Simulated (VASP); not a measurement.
# TePb: single point with r2SCAN

The system is TePb.

```
CELL_PARAMETERS angstrom
0.00000 3.38835 3.22700
3.38835 0.00000 3.22700
3.38835 3.38835 0.00000
ATOMIC_POSITIONS crystal
Te 0.50000 0.50000 0.50000
Pb 0.00000 0.00000 0.00000
```

This cell differs from its parent crystal: strain +0.050 along x and y, +0.000 along z.

| Property | Result |
| --- | --- |
| Program | VASP 6.6.1 |
| Task | single point |
| Functional | r2SCAN |
| Potentials or basis | VASP PAW PBE potentials, release 64 (Te, Pb_d) |
| Cutoff | 520 eV |
| k mesh | 8 × 8 × 8 |
| Occupations | gaussian, width 0.05 eV |
| Spin | no spin polarisation |

The pressure is -2.0 GPa and the band gap on the k mesh is 1.09 eV, direct.

Stress tensor (GPa, compression positive):
```
-3.42  0.00  0.00
 0.00 -3.42  0.00
 0.00  0.00  0.96
```

Levels at points of the mesh, in eV from the valence-band top:
```csv
k point,band 6,band 7,band 8,band 9,band 10,band 11,band 12,band 13,band 14,band 15
"(0.00, 0.00, 0.00)",-11.81,-5.92,-1.51,-1.02,-1.02,3.83,3.83,4.93,6.26,6.26
"(0.50, 0.00, 0.00)",-10.54,-8.50,-0.82,-0.75,0.00,1.09,1.50,1.73,8.74,9.29
"(0.50, 0.50, 0.00)",-10.17,-7.61,-4.10,-2.54,-2.54,3.82,5.30,5.30,7.06,10.26
"(0.50, 0.00, 0.50)",-10.46,-7.30,-3.98,-2.71,-2.19,3.98,4.92,6.10,6.32,9.99
```

Wall time 110 s on 1 thread of Intel(R) Xeon(R) 6975P-C (Granite Rapids), on a shared host, peak memory 0.26 GiB.

Caveat: the cell differs from its parent crystal (strain +0.050 along x and y, +0.000 along z); the PAW data sets were made with another functional, which shifts forces and pressure a little; spin-orbit coupling is left out, which moves the levels of the heavy elements. A k mesh can miss the band edges.
